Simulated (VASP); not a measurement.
# H6C3O in VASP: a series of runs, part 2 of 2

VASP 6.6.1.

**3. Single point, PBE**

File INCAR:

```
SYSTEM = H6C3O
PREC = Accurate ; ENCUT = 1000
EDIFF = 1E-6 ; ISMEAR = -1
SIGMA = 0.05 ; LREAL = Auto
LASPH = .TRUE. ; NELM = 120
ALGO = Normal ; ISIF = 2
LWAVE = .FALSE. ; LCHARG = .FALSE.
GGA = PE ; NBANDS = 57
GGA_COMPAT = .FALSE.
```

File KPOINTS:

```
Automatic mesh
0
G
  1 1 1
  0 0 0
```

File POSCAR:

```
H6C3O
1.0
    7.6630940000      0.0000000000      0.0000000000
    0.0000000000      7.6630940000      0.0000000000
    0.0000000000      0.0000000000      7.6630940000
O C H
3 9 18
Direct
    0.1654553631      0.0151244393      0.4103172948
    0.6848930732      1.0728303737      0.5718447405
    0.9451795841      0.5576337704      0.4080727706
    0.2821314733      0.0648954587      0.3313805103
    0.6919789839      1.0226939667      0.4316272252
    0.8718932588      0.4394830600      0.3540345453
    0.1205909780      0.2496772191      0.9939457874
    0.2899612089      0.2846108895      0.8820327664
    0.4335455105      0.6479758698      0.2026596568
    0.4276079610      0.6115284505      0.3914737311
    0.9727533030      0.8186641062      0.9107548465
    0.8727675793      0.6804562230      0.8192774355
    0.0849917801      0.3445605652      1.0958889451
    0.0141848710      0.2222731445      0.9036167376
    0.1333403975      0.1259021487      1.0703118088
    0.3222458187      0.1879919521      0.7808856318
    0.2645928655      0.4068200129      0.8151407251
    0.4000081429      0.2984956207      0.9672202899
    0.5689999366      0.6279186971      0.1526667949
    0.3435557492      0.5741414630      0.1194034681
    0.4259376174      0.7870841725      0.1836073001
    0.5486948222      0.6362312664      0.4659867150
    0.3405152018      0.7121144540      0.4546205488
    0.3713252115      0.4847650309      0.4215529654
    1.0624168254      0.7746740416      1.0149164293
    1.0432992209      0.9089279082      0.8100122483
    0.8764084063      0.8970528092      0.9775946896
    0.7935176053      0.7281654120      0.7042847184
    0.9598603384      0.5723797725      0.7683711044
    0.7859749600      0.6238733337      0.9152308454
```

Potentials or basis: VASP PAW PBE potentials, release 64 (O_h, C_h, H_h).

Launch:

```console
> cat potpaw_PBE.64/O_h/POTCAR potpaw_PBE.64/C_h/POTCAR potpaw_PBE.64/H_h/POTCAR > POTCAR
> mpirun -np 1 vasp_gam > vasp.out
```

OUTCAR:

```text
SYSTEM = H6C3O
   PREC = Accurate
   ENCUT = 1000
   EDIFF = 1E-6
   ISMEAR = -1
   LREAL = Auto
   LASPH = .TRUE.
   NELM = 120
   ISIF = 2
   GGA = PE

 ion  position               nearest neighbor table
   1  0.165  0.015  0.410-   4 1.14
   2  0.685  0.073  0.572-   5 1.14
   3  0.945  0.558  0.408-   6 1.14
   4  0.282  0.065  0.331-   1 1.14
   5  0.692  0.023  0.432-   2 1.14
   6  0.872  0.439  0.354-   3 1.14
   7  0.121  0.250  0.994-  14 1.09  13 1.10  15 1.12
   8  0.290  0.285  0.882-  18 1.07  17 1.09  16 1.10
   9  0.434  0.648  0.203-  21 1.08  20 1.10  19 1.12  10 1.47
  10  0.428  0.612  0.391-  24 1.09  22 1.11  23 1.13   9 1.47
  11  0.973  0.819  0.911-  27 1.08  25 1.11  26 1.17  12 1.48
  12  0.873  0.680  0.819-  30 1.08  28 1.13  29 1.13  11 1.48
  13  0.085  0.345  0.096-   7 1.10
  14  0.014  0.222  0.904-   7 1.09
  15  0.133  0.126  0.070-   7 1.12
  16  0.322  0.188  0.781-   8 1.10
  17  0.265  0.407  0.815-   8 1.09
  18  0.400  0.298  0.967-   8 1.07
[... 10 lines left out ...]
  29  0.960  0.572  0.768-  12 1.13
  30  0.786  0.624  0.915-  12 1.08

  LATTYP: Found a simple cubic cell.
 ALAT       =     7.6630940000

  Lattice vectors:

 A1 = (   7.6630940000,   0.0000000000,   0.0000000000)
 A2 = (   0.0000000000,   7.6630940000,   0.0000000000)
 A3 = (   0.0000000000,   0.0000000000,   7.6630940000)

Analysis of symmetry for initial positions (statically):
=====================================================================
 Subroutine PRICEL returns:
 Original cell was already a primitive cell.

 Routine SETGRP: Setting up the symmetry group for a
 simple cubic supercell.

 Subroutine GETGRP returns: Found  1 space group operations
 (whereof  1 operations were pure point group operations)
[... 166 lines left out ...]
   IMIX   =      4    mixing-type and parameters
     AMIX     =   0.40;   BMIX     =  1.00
     AMIX_MAG =   1.60;   BMIX_MAG =  1.00
  volume/ion in A,a.u.               =      15.00       101.22
  Fermi-wavevector in a.u.,A,eV,Ry     =   0.888754  1.679501 10.747017  0.789883
  Thomas-Fermi vector in A             =   2.010225
   LORBIT       =      0    0 simple, 1 ext, 2 COOP (PROOUT), +10 PAW based schemes
   GGA     = PE    functional components
   LHFCALC =     F    Hartree Fock is set to
   AEXX    =    0.0000 exact exchange contribution
   IVDW    =     0    specifies the selected vdW correction
   LEPSILON=     F    determine dielectric tensor
   LRPA    =     F    only Hartree local field effects (RPA)
 non-spin polarized calculation
  energy-cutoff  :     1000.00
  volume of cell :      450.00
 maximum number of plane-waves:     16212
 NGX is ok and might be reduce to    80
   NGX = 39   NGY = 39   NGZ = 39

 number of electron      72.0000003 magnetization

 Free energy of the ion-electron system (eV)
  ---------------------------------------------------
  ext. energy  EPLUGINS =         0.00000000
  ---------------------------------------------------
  free energy    TOTEN  =      -165.69008176 eV

  energy without entropy =     -165.69008176  energy(sigma->0) =     -165.69008176

 E-fermi :  -3.4378     XC(G=0):  -5.7977

 val. band max:       -4.6900787844   @ k =   0.0000   0.0000   0.0000
 cond. band min:       0.3975071619   @ k =   0.0000   0.0000   0.0000
 fundamental gap:      5.0875859462
 Fermi energy:        -3.4378455696

 k-point     1 :       0.0000    0.0000    0.0000
  band No.  band energies     occupation
      1     -26.3909      2.00000
      2     -26.3735      2.00000
      3     -26.2856      2.00000
      4     -16.1186      2.00000
      5     -15.9382      2.00000
      6     -15.6162      2.00000
[... 40 lines left out ...]
     47       3.9270      0.00000
     48       4.0985      0.00000
 [bands above 48 left out]

------------------------ aborting loop because EDIFF is reached ----------------------------------------

  FORCE on cell =-STRESS in cart. coord.  units (eV):
  Direction    XX          YY          ZZ          XY          YZ          ZX
  --------------------------------------------------------------------------------------
  -------------------------------------------------------------------------------------
  Total       -0.9655054      2.5522360     -1.4586978      0.1730597     -0.3496379      1.7529133
  in kB       -3.4375802      9.0869672     -5.1935397      0.6161610     -1.2448490      6.2410628
  external PRESSURE =       0.1519491 kB  Pullay stress =       0.0000000 kB

 VOLUME and BASIS-vectors are now :
 -----------------------------------------------------------------------------
  energy-cutoff  :     1000.00
  volume of cell :      450.00
      direct lattice vectors                 reciprocal lattice vectors
     7.663094000  0.000000000  0.000000000     0.130495594  0.000000000  0.000000000
     0.000000000  7.663094000  0.000000000     0.000000000  0.130495594  0.000000000
     0.000000000  0.000000000  7.663094000     0.000000000  0.000000000  0.130495594

 POSITION                                       TOTAL-FORCE (eV/Angst)
 -----------------------------------------------------------------------------------
      1.26790      0.11590      3.14430         0.701233      0.316458     -0.409619
      5.24840      0.55811      4.38210         0.032057     -0.211416     -0.659765
      7.24300      4.27320      3.12710        -0.402920     -0.694415     -0.377133
      2.16200      0.49730      2.53940        -0.728717     -0.295247      0.591836
      5.30270      0.17391      3.30760         0.012547      0.213240      0.668950
      6.68140      3.36780      2.71300         0.415512      0.698813      0.317279
[... 22 lines left out ...]
      7.35550      4.38620      5.88810        -0.620979      0.661443      0.280439
      6.02300      4.78080      7.01350        -0.559564     -0.534709      0.052925
 -----------------------------------------------------------------------------------
    total drift:                                0.000471      0.002899     -0.001448

  FREE ENERGIE OF THE ION-ELECTRON SYSTEM (eV)
  ---------------------------------------------------
  free  energy   TOTEN  =      -165.6900817639 eV

  energy  without entropy=     -165.6900817639  energy(sigma->0) =     -165.69008176
```

OSZICAR:

```text
N       E                     dE             d eps       ncg     rms          rms(c)
DAV:   1     0.753939669447E+03    0.75394E+03   -0.45924E+04   114   0.180E+03
DAV:   2    -0.208085312458E+02   -0.77475E+03   -0.73947E+03   156   0.296E+02
DAV:   3    -0.175476286597E+03   -0.15467E+03   -0.15266E+03   148   0.140E+02
DAV:   4    -0.182950173291E+03   -0.74739E+01   -0.73735E+01   148   0.340E+01
DAV:   5    -0.183173830956E+03   -0.22366E+00   -0.22334E+00   156   0.570E+00    0.212E+01
DAV:   6    -0.168626989987E+03    0.14547E+02   -0.25235E+01   132   0.172E+01    0.101E+01
DAV:   7    -0.166293537348E+03    0.23335E+01   -0.56924E+00   164   0.947E+00    0.514E+00
DAV:   8    -0.165818436560E+03    0.47510E+00   -0.63664E-01   140   0.375E+00    0.229E+00
DAV:   9    -0.165691938012E+03    0.12650E+00   -0.27475E-01   148   0.232E+00    0.489E-01
DAV:  10    -0.165692230591E+03   -0.29258E-03   -0.50026E-02   140   0.107E+00    0.304E-01
DAV:  11    -0.165691493665E+03    0.73693E-03   -0.65141E-03   124   0.442E-01    0.141E-01
DAV:  12    -0.165690327126E+03    0.11665E-02   -0.26868E-03   148   0.251E-01    0.553E-02
DAV:  13    -0.165690125975E+03    0.20115E-03   -0.40404E-04   140   0.106E-01    0.285E-02
DAV:  14    -0.165690099825E+03    0.26150E-04   -0.10559E-04   148   0.545E-02    0.155E-02
DAV:  15    -0.165690088474E+03    0.11352E-04   -0.35786E-05   148   0.296E-02    0.613E-03
DAV:  16    -0.165690084145E+03    0.43291E-05   -0.49246E-06   140   0.117E-02    0.263E-03
DAV:  17    -0.165690082251E+03    0.18940E-05   -0.15565E-06    84   0.623E-03    0.128E-03
DAV:  18    -0.165690081764E+03    0.48669E-06   -0.31124E-07    92   0.300E-03
   1 F= -.16569008E+03 E0= -.16569008E+03  d E =-.347465E-10
```

Run time: 3.1 min. Hardware: 1 thread of Intel Xeon Platinum 8175M at 2.50GHz (Skylake/Cascade Lake), shared host; peak memory 0.97 GiB.

Results:

```yaml
Free_energy: -165.6901 eV
Pressure: 0.0 GPa
Largest_force: 2.596 eV/Å
```

Forces on the atoms (eV/Å):
```
O    0.701  0.316 -0.410
O    0.032 -0.211 -0.660
O   -0.403 -0.694 -0.377
C   -0.729 -0.295  0.592
C    0.013  0.213  0.669
C    0.416  0.699  0.317
C    0.961 -1.604 -0.289
C   -1.559  0.205  0.656
C    1.930  0.134 -1.349
C   -1.072  1.032  2.127
C    1.076  1.906 -1.036
C    0.240 -1.519 -1.370
H    0.207  0.370 -0.600
H   -0.465  0.337  0.090
H    0.080  0.371 -0.459
H   -0.365 -0.223  0.296
H    0.327  0.477 -0.289
H    0.803  0.166  0.366
H   -0.445 -0.500 -0.098
H   -0.070  0.212  0.163
H   -0.625  0.690 -0.447
H    0.065 -0.496 -0.445
H    0.054 -0.790 -0.191
H    0.197 -0.322  0.289
H    0.042 -0.145 -0.488
H   -0.547 -1.050  1.443
H   -0.194  0.769  0.279
H    0.512 -0.175  0.886
H   -0.621  0.661  0.280
H   -0.560 -0.535  0.053
```

Levels at points of the mesh, in eV from the Fermi level:
```
           k point  band 33  band 34  band 35  band 36  band 37  band 38  band 39  band 40
(0.00, 0.00, 0.00)    -1.72    -1.67    -1.54    -1.25     3.84     3.94     4.02     4.04
```

Caveat: the k points lie up to 0.82 Å⁻¹ apart, too coarse for converged energies, forces and pressures; the atoms stand as in a frame of molecular dynamics.

**4. Single point, PBE**

File INCAR:

```
ALGO     = Normal         # electronic algorithm
EDIFF    = 1E-6           # SCF threshold, eV
ENCUT    = 1000           # plane-wave cutoff, eV
GGA      = PE             # functional
GGA_COMPAT= F            
ISIF     = 2              # what is computed and relaxed
ISMEAR   = -1             # smearing method
LASPH    = T              # aspherical terms in the spheres
LCHARG   = T              # write CHGCAR
LELF     = T              # ELF
LREAL    = Auto         
LVHAR    = T            
LWAVE    = F              # write WAVECAR
NBANDS   = 57             # bands
NELM     = 120            # most SCF steps
PREC     = Accurate       # precision mode
SIGMA    = 0.05           # smearing width, eV
```

File KPOINTS:

```
k-points
0
Gamma
  1 1 1
```

File POSCAR:

```
H6C3O
1.0
    7.6630940000      0.0000000000      0.0000000000
    0.0000000000      7.6630940000      0.0000000000
    0.0000000000      0.0000000000      7.6630940000
O C H
3 9 18
Direct
    0.1555507475      0.0825123638      0.5062707048
    0.6922791238      0.9948592566      0.5119864118
    0.8538718173      0.3987162365      0.4488134949
    0.2654019382      0.1285381597      0.4132273466
    0.7381874736      0.9431438529      0.3822346431
    0.9059265096      0.4244108189      0.3097312913
    0.2035470268      0.3473531709      0.8758211761
    0.3362740950      0.1974398330      0.9013200151
    0.4403443309      0.6832096801      0.2363927677
    0.3207712185      0.6441523489      0.3885375803
    0.9473980092      0.8104820325      0.9149176560
    0.7833128499      0.7242505442      0.8475949793
    0.2791822729      0.4658170708      0.8610882236
    0.1114693360      0.3371353660      0.7685668478
    0.1222613216      0.3452521919      0.9943111751
    0.2632357113      0.0773838870      0.9265056647
    0.4380476084      0.1785440711      0.8006557143
    0.4068983103      0.2164399915      1.0262564964
    0.4602449089      0.5647327307      0.1600397959
    0.3985204932      0.7919386086      0.1489607200
    0.5702526943      0.6933752868      0.2917098498
    0.3308324288      0.7383962666      0.4924512214
    0.1874699697      0.6256350242      0.3326593671
    0.3614075464      0.5122343534      0.4279733486
    0.9568589397      0.8252671832      1.0640741194
    1.0618165456      0.7241852964      0.8731199174
    0.9746585387      0.9406644366      0.8562337876
    0.8055884477      0.6984907141      0.7089695102
    0.7562089151      0.6008147623      0.9221862605
    0.6744534257      0.8137052736      0.8584391631
```

Launch:

```console
> cat potpaw_PBE.64/O_h/POTCAR potpaw_PBE.64/C_h/POTCAR potpaw_PBE.64/H_h/POTCAR > POTCAR
> mpirun -np 1 vasp_gam > vasp.out
```

Wall time 2.2 min (1 thread of AMD EPYC 7R43 (Zen 3), shared host); peak memory 0.91 GiB.

It converged, with:

```
Free energy   : -165.8954 eV
Pressure      : -0.4 GPa
Largest force : 2.478 eV/Å
```

Forces on the atoms (eV/Å):
```
O    1.766  0.737 -1.575
O   -0.409  0.412  0.965
O    0.679  0.377 -1.873
C   -1.775 -0.755  1.540
C    0.499 -0.252 -0.933
C   -0.749 -0.376  1.863
C    0.657 -0.752  0.632
C   -0.204 -0.061  0.470
C    0.272 -0.076 -0.262
C   -0.662 -1.251 -1.473
C    1.955 -0.311  0.873
C    0.205 -0.317  0.483
H   -0.189  0.696  0.142
H    0.058 -0.304 -0.507
H    0.105  0.558 -0.030
H    0.110 -0.416 -0.396
H   -0.457  0.058 -0.025
H   -0.025  0.234 -0.261
H   -0.482 -0.169 -0.565
H    0.505 -0.340  0.508
H    0.551  0.905 -0.165
H   -0.276  0.253  0.472
H    0.202  0.404  0.735
H   -0.166  0.156  0.704
H   -0.272 -0.148 -1.431
H   -0.709  0.783  0.552
H   -0.288 -0.368  0.169
H   -0.309 -0.363 -0.082
H    0.022  0.618 -0.614
H   -0.613  0.068  0.083
```

Stress tensor (GPa, compression positive):
```
-0.28  0.39  0.50
 0.39  0.16  1.04
 0.50  1.04 -1.11
```

Levels at points of the mesh, in eV from the Fermi level:
```csv
k point,band 32,band 33,band 34,band 35,band 36,band 37,band 38,band 39,band 40,band 41
"(0.00, 0.00, 0.00)",-1.71,-1.51,-1.45,-1.39,-1.21,3.82,3.94,4.08,4.29,4.56
```

Caveat: the k points lie up to 0.82 Å⁻¹ apart, too coarse for converged energies, forces and pressures.

**5. Summary**

```csv
cell,pressure (GPa),largest force (eV/Å)
"as given, atomic positions A",0.1,0.14
"as given, atomic positions B",0.0,2.60
"as given, atomic positions C",-0.4,2.48
```

Alike in all rows: task single point; level PBE; potentials or basis VASP PAW PBE potentials, release 64 (O_h, C_h, H_h); no spin polarisation; k mesh 1 × 1 × 1; cutoff (eV) 1000; smearing fermi-dirac 0.05 eV.

Caveats: all runs use coarse meshes; the atoms stand as in a frame of molecular dynamics (at least some runs).

Total energies depend on the potentials used, so only differences within one code and one set of settings carry meaning.
